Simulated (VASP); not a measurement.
Runs of VASP 6.6.1 on Mg. The structure is hexagonal, space group P6_3/mmc (No. 194). Conventional cell: a = 3.209 Å, b = 3.209 Å, c = 5.210 Å, α = 90.00°, β = 90.00°, γ = 120.00°. Within 4.2 Å of Mg (site symmetry -6m2) lie 12 Mg at 3.20 to 3.21 Å. 

```csv
level,potentials or basis,gap on the mesh (eV),pressure (GPa)
LDA,"VASP PAW LDA potentials, release 64 (Mg)",none,-2.9
RPBE,"VASP PAW PBE potentials, release 64 (Mg)",none,0.5
PBE,"VASP PAW PBE potentials, release 64 (Mg)",none,-0.6
BLYP,"VASP PAW PBE potentials, release 64 (Mg)",none,(a)
```

Alike in all rows: task single point; no spin polarisation; cell as given; k mesh 11 × 11 × 6; cutoff (eV) 600; smearing methfessel-paxton 0.05 eV.

Problem. Estimate the missing entries.

Solution. (a) 0.1.

Caveats: the PAW data sets were made with another functional, which shifts forces and pressure a little (at least some runs).

A gap of «none» marks levels without a gap at the run's occupations.
